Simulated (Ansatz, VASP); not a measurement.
## Hf: VASP and Ansatz over several settings

```xyz
1
Lattice="0.0000 2.2200 2.2200 2.2200 0.0000 2.2200 2.2200 2.2200 0.0000" Properties=species:S:1:pos:R:3 pbc="T T T"
Hf    0.0000    0.0000    0.0000
```

Single points on this cell with VASP 6.6.1 and Ansatz 0.2.0. Each row is one pair of runs. Alike in all rows: spin: off; k mesh: 10 × 10 × 10; VASP's potentials, cutoff: VASP PAW PBE potentials, release 64 (Hf_pv), 520 eV; Ansatz's potentials, cutoff: Ansatz PAW, 420 eV.

```csv
level,smearing,"gap on the k mesh at the Fermi level (eV), VASP","gap on the k mesh at the Fermi level (eV), Ansatz","pressure (GPa), VASP","pressure (GPa), Ansatz"
PBE,"gaussian, width 0.013 eV",none,?,2.5,?
PBE,"gaussian, width 0.014 eV",none,none,2.5,2.9
PBE,"gaussian, width 0.016 eV",none,none,2.5,2.9
PBE,"gaussian, width 0.022 eV",none,none,2.4,2.9
PBE,"gaussian, width 0.024 eV",none,none,2.5,2.9
PBE,"gaussian, width 0.027 eV",none,none,2.5,2.9
PBE,"gaussian, width 0.028 eV",none,none,2.5,2.9
PBE,"gaussian, width 0.011 eV",none,none,2.5,2.9
```

Question: Fill in what Ansatz gave in row 1.

Answer: gap on the k mesh at the Fermi level (eV): none; pressure (GPa): 2.9.

VASP's potentials hold 10 valence electrons a cell and Ansatz's 26, so a difference there can come from the potentials and not from the codes.

A gap of «none» marks a metal or a gap that the smearing closes.

Spin-orbit coupling is off throughout.
